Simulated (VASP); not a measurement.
# FeSi16 (a cell with a defect) in VASP: notebook

FeSi16 (a cell with a defect) is run at these levels: PBEsol; tasks: single point.

Everything below comes from runs of VASP 6.6.1. Logs are shortened: lines on timing, memory, paths and dates and some standing lists are left out, and cuts for length are marked.

### 1 The cell of the first run

The cell holds a defect, 17 atoms: a = 7.679 Å, b = 7.679 Å, c = 7.679 Å, α = 60.00°, β = 60.00°, γ = 60.00°.

### 2 Single point, PBEsol, collinear spin, ferromagnetic start

File INCAR:

```
SYSTEM = FeSi16
PREC     = Accurate       ! precision mode
ENCUT    = 520            ! plane-wave cutoff, eV
EDIFF    = 1E-7           ! SCF threshold, eV
ISMEAR   = -1             ! smearing method
SIGMA    = 0.02           ! smearing width, eV
LREAL    = Auto         
LASPH    = .True.         ! aspherical terms in the spheres
NELM     = 150            ! most SCF steps
ALGO     = Normal         ! electronic algorithm
ISIF     = 2              ! what is computed and relaxed
LWAVE    = .False.        ! write WAVECAR
LCHARG   = .False.        ! write CHGCAR
ISPIN    = 2              ! spin polarisation
MAGMOM   = 0 0 0 0 0 0 0 0 0 0 0 0 0 0 0 0 1.54 ! initial moments
LORBIT   = 11             ! projections on sites
LMAXMIX  = 4              ! l up to which the mixer works
GGA      = PS             ! functional
NBANDS   = 54             ! bands
```

File KPOINTS:

```
Automatic mesh
0
Gamma
  2 2 2
  0 0 0
```

File POSCAR:

```
FeSi16
1.0
    0.0000000000      5.4300000000      5.4300000000
    5.4300000000      0.0000000000      5.4300000000
    5.4300000000      5.4300000000      0.0000000000
Si Fe
16 1
Direct
   -0.0666758748     -0.0127900552      0.0318139963
    0.0980939227      0.1193278085      0.1277071823
    0.0364825046     -0.0382136280      0.4966482505
    0.1475598527      0.0650184162      0.6528084715
   -0.0002302026      0.5039318600     -0.0118139963
    0.1147697974      0.5885819521      0.1690423573
    0.0240607735      0.4416114180      0.5430847145
    0.1782596685      0.5877440147      0.6264732965
    0.4751381215      0.0273296501      0.0072928177
    0.5589042357      0.1596040516      0.1438766114
    0.5072928177      0.0257090239      0.4968139963
    0.6524769797      0.1450736648      0.6186648250
    0.4793554328      0.5514917127     -0.0119337017
    0.6084346225      0.6404604052      0.1281583794
    0.5284346225      0.5188581952      0.4893370166
    0.6483609576      0.6598895028      0.5946408840
    0.8155248619      0.3172744015      0.0162246777
```

Potentials or basis: VASP PAW PBE potentials, release 64 (Si, Fe).

Started as:

```console
$ cat potpaw_PBE.64/Si/POTCAR potpaw_PBE.64/Fe/POTCAR > POTCAR
$ mpirun -np 1 vasp_std > vasp.out
```

OUTCAR:

```text
SYSTEM = FeSi16
   PREC = Accurate
   ENCUT = 520
   EDIFF = 1E-7
   ISMEAR = -1
   LREAL = Auto
   LASPH = .True.
   NELM = 150
   ISIF = 2
   ISPIN = 2
   LORBIT = 11
   GGA = PS

 ion  position               nearest neighbor table
   1  0.933  0.987  0.032-  17 2.18  10 2.37   4 2.45   2 2.48   6 2.53
   2  0.098  0.119  0.128-  17 2.24   3 2.35   9 2.38   5 2.42   1 2.48
   3  0.036  0.962  0.497-   4 2.33   2 2.35   8 2.35  12 2.44
   4  0.148  0.065  0.653-  11 2.32   3 2.33   7 2.36   1 2.45
   5  1.000  0.504  0.988-   8 2.30  17 2.35   6 2.42   2 2.42  14 2.46
   6  0.115  0.589  0.169-   7 2.36  13 2.36   5 2.42   1 2.53
   7  0.024  0.442  0.543-   6 2.36   4 2.36   8 2.42  16 2.44  17 2.99
   8  0.178  0.588  0.626-  15 2.22   5 2.30   3 2.35   7 2.42
   9  0.475  0.027  0.007-  10 2.22   2 2.38  14 2.43  12 2.46
  10  0.559  0.160  0.144-   9 2.22  11 2.26  17 2.36   1 2.37  13 2.48
  11  0.507  0.026  0.497-  10 2.26  16 2.30   4 2.32  12 2.43
  12  0.652  0.145  0.619-  15 2.34  11 2.43   3 2.44   9 2.46
  13  0.479  0.551  0.988-  14 2.26  17 2.34   6 2.36  16 2.48  10 2.48
  14  0.608  0.640  0.128-  13 2.26  15 2.29   9 2.43   5 2.46  17 2.50
  15  0.528  0.519  0.489-   8 2.22  14 2.29  16 2.30  12 2.34
  16  0.648  0.660  0.595-  11 2.30  15 2.30   7 2.44  13 2.48
  17  0.816  0.317  0.016-   1 2.18   2 2.24  13 2.34   5 2.35  10 2.36  14 2.50   7 2.99

  LATTYP: Found a face centered cubic cell.
 ALAT       =    10.8600000000

  Lattice vectors:

 A1 = (   0.0000000000,   5.4300000000,   5.4300000000)
 A2 = (   5.4300000000,   0.0000000000,   5.4300000000)
 A3 = (   5.4300000000,   5.4300000000,   0.0000000000)

Analysis of symmetry for initial positions (statically):
=====================================================================
 Subroutine PRICEL returns:
 Original cell was already a primitive cell.

 Routine SETGRP: Setting up the symmetry group for a
 face centered cubic supercell.

 Subroutine GETGRP returns: Found  1 space group operations
 (whereof  1 operations were pure point group operations)
 out of a pool of 48 trial point group operations.

The static configuration has the point symmetry C_1 .

Analysis of symmetry for dynamics (positions and initial velocities):
=====================================================================
 Subroutine PRICEL returns:
 Original cell was already a primitive cell.

 Routine SETGRP: Setting up the symmetry group for a
 face centered cubic supercell.

 Subroutine GETGRP returns: Found  1 space group operations
 (whereof  1 operations were pure point group operations)
 out of a pool of 48 trial point group operations.

The dynamic configuration has the point symmetry C_1 .
[... 170 lines left out ...]
  free energy    TOTEN  =       -96.54364930 eV

  energy without entropy =      -96.54004309  energy(sigma->0) =      -96.54184619

 E-fermi :   6.2791     XC(G=0):  -9.8544

 val. band max:        6.2360845335   @ k =   0.0000   0.0000   0.5000
 cond. band min:       6.3099639535   @ k =   0.5000   0.5000   0.0000
 fundamental gap:      0.0738794200
 Fermi energy:         6.2790715870

 spin component 1

 k-point     1 :       0.0000    0.0000    0.0000
  band No.  band energies     occupation
      1      -6.0780      1.00000
      2      -3.9070      1.00000
      3      -3.7246      1.00000
      4      -3.6122      1.00000
      5      -3.4015      1.00000
      6      -2.1979      1.00000
[... 397 lines left out ...]
     47      10.0079      0.00000
     48      10.0613      0.00000
 Fermi energy:         6.2790715870

 spin component 2

 k-point     1 :       0.0000    0.0000    0.0000
  band No.  band energies     occupation
      1      -6.0493      1.00000
      2      -3.8810      1.00000
      3      -3.6931      1.00000
      4      -3.5755      1.00000
      5      -3.3815      1.00000
      6      -2.1550      1.00000
[... 397 lines left out ...]
     47      10.0269      0.00000
     48      10.1072      0.00000
 [bands above 48 left out]

------------------------ aborting loop because EDIFF is reached ----------------------------------------

  FORCE on cell =-STRESS in cart. coord.  units (eV):
  Direction    XX          YY          ZZ          XY          YZ          ZX
  --------------------------------------------------------------------------------------
  -------------------------------------------------------------------------------------
  Total        1.1920275      1.7803142      1.6509081      2.3439198      0.4136422      0.0382981
  in kB        5.9644084      8.9079494      8.2604554     11.7279970      2.0696932      0.1916276
  external PRESSURE =       7.7109377 kB  Pullay stress =       0.0000000 kB

 VOLUME and BASIS-vectors are now :
 -----------------------------------------------------------------------------
  energy-cutoff  :      520.00
  volume of cell :      320.21
      direct lattice vectors                 reciprocal lattice vectors
     0.000000000  5.430000000  5.430000000    -0.092081031  0.092081031  0.092081031
     5.430000000  0.000000000  5.430000000     0.092081031 -0.092081031  0.092081031
     5.430000000  5.430000000  0.000000000     0.092081031  0.092081031 -0.092081031

 POSITION                                       TOTAL-FORCE (eV/Angst)
 -----------------------------------------------------------------------------------
      5.53330      5.24070     10.42850        -1.924574      1.156196      0.139968
      1.34140      1.22610      1.18060        -0.288809      0.896377      0.030142
      7.91930      2.89490      5.42060         0.534247     -0.609206     -0.115645
      3.89780      4.34600      1.15430         0.795975     -0.149477     -0.401313
      8.10220     10.79460      8.16510         0.550170      0.342667     -0.148980
      4.11390      1.54110      3.81920         0.167408     -0.849859      0.275015
[... 9 lines left out ...]
      6.81210      6.74950      7.10380         0.297502      1.378713     -0.532539
      1.81090      4.51640      6.15110         1.042425     -0.980904      0.441031
 -----------------------------------------------------------------------------------
    total drift:                               -0.001085      0.003969      0.003613

  FREE ENERGIE OF THE ION-ELECTRON SYSTEM (eV)
  ---------------------------------------------------
  free  energy   TOTEN  =       -96.5436492967 eV

  energy  without entropy=      -96.5400430860  energy(sigma->0) =      -96.54184619

 total charge

# of ion       s       p       d       tot
------------------------------------------
    1        0.757   0.898   0.000   1.655
    2        0.747   0.924   0.000   1.671
    3        0.753   0.924   0.000   1.677
    4        0.764   0.908   0.000   1.672
    5        0.745   0.922   0.000   1.667
    6        0.768   0.860   0.000   1.628
[... 9 lines left out ...]
   16        0.757   0.907   0.000   1.663
   17        0.441   0.511   6.618   7.571
--------------------------------------------------
tot         12.482  15.313   6.618  34.414

 magnetization (x)

# of ion       s       p       d       tot
------------------------------------------
    1       -0.002   0.022   0.000   0.019
    2       -0.000   0.026   0.000   0.025
    3       -0.002   0.005   0.000   0.003
    4       -0.003   0.009   0.000   0.006
    5       -0.001   0.011   0.000   0.010
    6        0.001   0.013   0.000   0.014
[... 9 lines left out ...]
   16       -0.002   0.007   0.000   0.005
   17        0.016   0.011   1.378   1.404
--------------------------------------------------
tot         -0.003   0.171   1.378   1.546
```

OSZICAR:

```text
N       E                     dE             d eps       ncg     rms          rms(c)
DAV:   1     0.247426962374E+03    0.24743E+03   -0.26570E+04  1728   0.112E+03
DAV:   2    -0.696144890327E+02   -0.31704E+03   -0.29552E+03  1788   0.198E+02
[... 14 lines left out ...]
DAV:  17    -0.965436645818E+02    0.46554E-04   -0.69947E-05  2666   0.596E-02    0.570E-02
DAV:  18    -0.965436512199E+02    0.13362E-04   -0.33390E-05  2768   0.347E-02    0.240E-02
DAV:  19    -0.965436498471E+02    0.13728E-05   -0.50699E-06  2716   0.112E-02    0.120E-02
DAV:  20    -0.965436494336E+02    0.41349E-06   -0.14321E-06  1992   0.658E-03    0.526E-03
DAV:  21    -0.965436493262E+02    0.10743E-06   -0.40332E-07  1416   0.322E-03    0.225E-03
DAV:  22    -0.965436492967E+02    0.29471E-07   -0.12179E-07  1296   0.155E-03
   1 F= -.96543649E+02 E0= -.96541846E+02  d E =-.360621E-02  mag=     1.7303
```

stdout:

```text
POSCAR found type information on POSCAR SiFe
 POSCAR found :  2 types and      17 ions
 scaLAPACK will be used
 -----------------------------------------------------------------------------
|                                                                             |
|                                                                             |
|     You enforced a specific xc type in the INCAR file but a different       |
|     I HOPE YOU KNOW WHAT YOU ARE DOING!                                     |
|                                                                             |
 -----------------------------------------------------------------------------

 LDA part: xc-table for (Slater+PW92), standard interpolation
 POSCAR, INCAR and KPOINTS ok, starting setup
 FFT: planning ... GRIDC
 FFT: planning ... GRID_SOFT
 FFT: planning ... GRID
 WAVECAR not read
 entering main loop
```

Wall time 7.4 min (1 thread of Intel Xeon 6975P-C (Granite Rapids), shared host); peak memory 0.72 GiB.

What came out:

```
Free energy                                           : -96.5436 eV
Pressure                                              : 0.8 GPa
Largest force                                         : 2.250 eV/Å
Net moment                                            : 1.73 μB per cell
Site moments                                          : Si +0.02, +0.03, +0.00, +0.01 (each value once); Fe +1.40 μB
Valence electrons inside the program's atomic spheres : Si 1.66, 1.67, 1.68, 1.63, 1.65, 1.71, 1.72, 1.70, 1.64, 1.69, 1.74 (each value once); Fe 7.57
```

Forces on the atoms (eV/Å):
```
Si  -1.925  1.156  0.140
Si  -0.289  0.896  0.030
Si   0.534 -0.609 -0.116
Si   0.796 -0.149 -0.401
Si   0.550  0.343 -0.149
Si   0.167 -0.850  0.275
Si   0.692 -0.133  0.171
Si   0.503 -1.365 -1.107
Si  -1.470 -1.137 -0.461
Si   0.540  0.147  1.069
Si   0.800  0.802  0.087
Si  -0.461  0.424 -0.642
Si  -1.164 -1.119 -0.287
Si   0.053  0.412  1.208
Si  -0.666  0.784  0.275
Si   0.298  1.379 -0.533
Fe   1.042 -0.981  0.441
```

Stress tensor (GPa, compression positive):
```
0.60 1.17 0.02
1.17 0.89 0.21
0.02 0.21 0.83
```

Caveat: the k points lie up to 0.50 Å⁻¹ apart; the PAW data sets were made with another functional, which shifts forces and pressure a little.

### 3 Single point, PBEsol, collinear spin, ferromagnetic start

File INCAR:

```
ALGO = Normal
EDIFF = 1E-7
ENCUT = 520
GGA = PS
ISIF = 2
ISMEAR = -1
ISPIN = 2
LASPH = True
LCHARG = True
LELF = True
LMAXMIX = 4
LORBIT = 11
LREAL = Auto
LVHAR = True
LWAVE = False
MAGMOM = 0 0 0 0 0 0 0 0 0 0 0 0 0 0 0 0 1.54
NBANDS = 54
NELM = 150
PREC = Accurate
SIGMA = 0.02
```

File KPOINTS:

```
k-points
0
Gamma
  2 2 2
```

File POSCAR:

```
FeSi16
1.0
    0.0000000000      5.4300000000      5.4300000000
    5.4300000000      0.0000000000      5.4300000000
    5.4300000000      5.4300000000      0.0000000000
Si Fe
16 1
Direct
    0.0216114180     -0.0417034991      0.0194198895
    0.1164272560      0.1072928177      0.1517495396
    0.0317311234     -0.0317679558      0.5411970534
    0.1223848987      0.1196593002      0.6648526703
    0.0117219153      0.4662523020      0.0065285451
    0.1418232044      0.5851565378      0.1388029466
    0.0164272560      0.4928176796      0.5187108656
    0.1666298343      0.6203130755      0.5995027624
    0.5017311234     -0.0177716390      0.0199447514
    0.6325690608      0.0704143646      0.1518876611
    0.5235451197      0.0007826888      0.5007090239
    0.6622467772      0.1239779006      0.6288950276
    0.5007366483      0.4981583794     -0.0234622468
    0.6382965009      0.6264180479      0.1417219153
    0.5147790055      0.4908011050      0.5013720074
    0.6552670350      0.6334990792      0.6011602210
    0.8109116022      0.3053867403      0.0705801105
```

Potentials or basis: VASP PAW PBE potentials, release 64 (Si, Fe).

Started as:

```console
$ cat potpaw_PBE.64/Si/POTCAR potpaw_PBE.64/Fe/POTCAR > POTCAR
$ mpirun -np 1 vasp_std > vasp.out
```

It took 7.4 min on 1 thread of Intel Xeon 6975P-C (Granite Rapids), shared host; peak memory 0.72 GiB.

The run converged. Its results:

| Quantity | Value |
| --- | --- |
| Free energy | -96.0350 eV |
| Pressure | 3.0 GPa |
| Largest force | 2.963 eV/Å |
| Band gap on the k mesh | zero (filled and empty bands overlap) |
| Net moment | 1.99 μB per cell |
| Site moments | Si +0.02, +0.01, +0.00, -0.00 (each value once); Fe +1.55 μB |
| Valence electrons inside the program's atomic spheres | Si 1.69, 1.72, 1.70, 1.68, 1.71, 1.75, 1.66, 1.65, 1.74 (each value once); Fe 7.53 |

Forces on the atoms (eV/Å):
```
Si   0.858 -0.035 -0.642
Si  -0.300  2.106 -0.589
Si   0.224 -1.703  1.159
Si  -1.158  0.378  1.433
Si   0.419 -0.641  2.862
Si   0.270 -0.224 -0.602
Si  -1.110 -0.343 -0.204
Si   1.367  0.871 -2.044
Si  -0.362 -2.287  0.139
Si   0.494  0.004  2.262
Si   1.740  0.487 -0.595
Si  -0.306 -0.070 -1.466
Si  -0.488  1.526  0.692
Si  -1.508 -0.302 -0.797
Si  -0.266  1.593  1.371
Si   0.532 -0.322 -1.243
Fe  -0.406 -1.038 -1.736
```

Stress tensor (GPa, compression positive):
```
 2.38 -0.60  0.22
-0.60  3.82 -0.81
 0.22 -0.81  2.91
```

Levels at points of the mesh, in eV from the Fermi level:
Spin up:
```csv
k point,band 35,band 36,band 37,band 38,band 39,band 40
"(0.00, 0.00, 0.00)",-0.43,-0.35,-0.06,0.00,0.00,0.11
"(0.50, 0.00, 0.00)",-0.94,-0.48,-0.24,0.31,0.70,1.02
"(0.00, 0.50, 0.00)",-0.86,-0.59,-0.21,0.57,0.71,0.78
"(0.00, 0.00, 0.50)",-1.03,-0.18,0.06,0.51,0.65,0.73
"(0.50, 0.50, 0.50)",-0.97,-0.53,-0.29,0.38,0.58,0.71
"(0.50, 0.50, 0.00)",-1.06,-0.69,-0.61,0.45,0.66,1.57
"(0.00, 0.50, 0.50)",-1.18,-0.70,-0.53,0.37,0.67,1.60
"(0.50, 0.00, 0.50)",-1.30,-0.70,-0.47,0.45,0.70,1.62
```
Spin down:
```
           k point  band 31  band 32  band 33  band 34  band 35  band 36  band 37  band 38  band 39  band 40
(0.00, 0.00, 0.00)    -1.01    -0.78    -0.63    -0.46    -0.32    -0.25     0.07     0.09     0.12     0.36
(0.50, 0.00, 0.00)    -1.19    -1.09    -0.90    -0.45    -0.29     0.31     0.44     0.48     0.85     1.09
(0.00, 0.50, 0.00)    -1.28    -0.93    -0.85    -0.43    -0.35     0.41     0.46     0.69     0.78     0.85
(0.00, 0.00, 0.50)    -1.36    -1.10    -0.50    -0.28     0.09     0.20     0.36     0.64     0.69     0.82
(0.50, 0.50, 0.50)    -1.29    -1.15    -0.83    -0.41    -0.31     0.33     0.43     0.52     0.69     0.80
(0.50, 0.50, 0.00)    -1.78    -1.48    -0.61    -0.51    -0.20     0.11     0.20     0.52     1.06     1.65
(0.00, 0.50, 0.50)    -1.63    -1.39    -0.72    -0.56    -0.11     0.18     0.19     0.45     1.03     1.66
(0.50, 0.00, 0.50)    -1.63    -1.57    -0.71    -0.58    -0.22     0.23     0.27     0.55     1.07     1.68
```

Caveat: the k points lie up to 0.50 Å⁻¹ apart; the PAW data sets were made with another functional, which shifts forces and pressure a little.

(Continued in part 2 of 2.)

The gap in the log of VASP goes by the Fermi energy; the results here count the filled bands.